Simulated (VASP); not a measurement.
A run of VASP 6.6.1 is set up as follows.

Contents of INCAR:

```
SYSTEM = SnS2
PREC = Accurate ; ENCUT = 500
EDIFF = 1E-6 ; ISMEAR = 0
SIGMA = 0.1 ; LREAL = .FALSE.
LASPH = .TRUE. ; NELM = 120
ALGO = Normal ; ISIF = 2
LWAVE = .FALSE. ; LCHARG = .FALSE.
GGA = PS ; NBANDS = 20
GGA_COMPAT = .FALSE.
```

The input KPOINTS:

```
Automatic mesh
0
G
  6 6 4
  0 0 0
```

The input POSCAR:

```
SnS2
1.0
    3.6390000000      0.0000000000      0.0000000000
   -1.8195000000      3.1514664444      0.0000000000
    0.0000000000      0.0000000000      5.8680000000
Sn S
1 2
Direct
    0.0000000000      0.0000000000      0.0000000000
    0.3333333333      0.6666666667      0.2500000000
    0.6666666667      0.3333333333      0.7500000000
```

Potentials or basis: VASP PAW PBE potentials, release 64 (Sn_d, S).

The run is started by

```console
$ cat potpaw_PBE.64/Sn_d/POTCAR potpaw_PBE.64/S/POTCAR > POTCAR
$ mpirun -np 1 vasp_std > vasp.out
```

Task: Estimate the largest force.

Result: 0.093 eV/Å.

Task: Predict the band gap on the k mesh.

Result: 1.39 eV (least direct gap 1.86 eV).

Task: What does it give for the pressure?

Result: 1.1 GPa.

Forces in eV/Å, atoms in the order of the input:
```
Sn   0.000  0.000  0.000
S    0.000  0.000  0.093
S    0.000  0.000 -0.093
```

Caveat: the PAW data sets were made with another functional, which shifts forces and pressure a little; spin-orbit coupling is left out, which moves the levels of the heavy elements; this functional lacks dispersion, which binds the layers, so the pressure and a relaxed spacing across them are unreliable. A k mesh can miss the band edges.
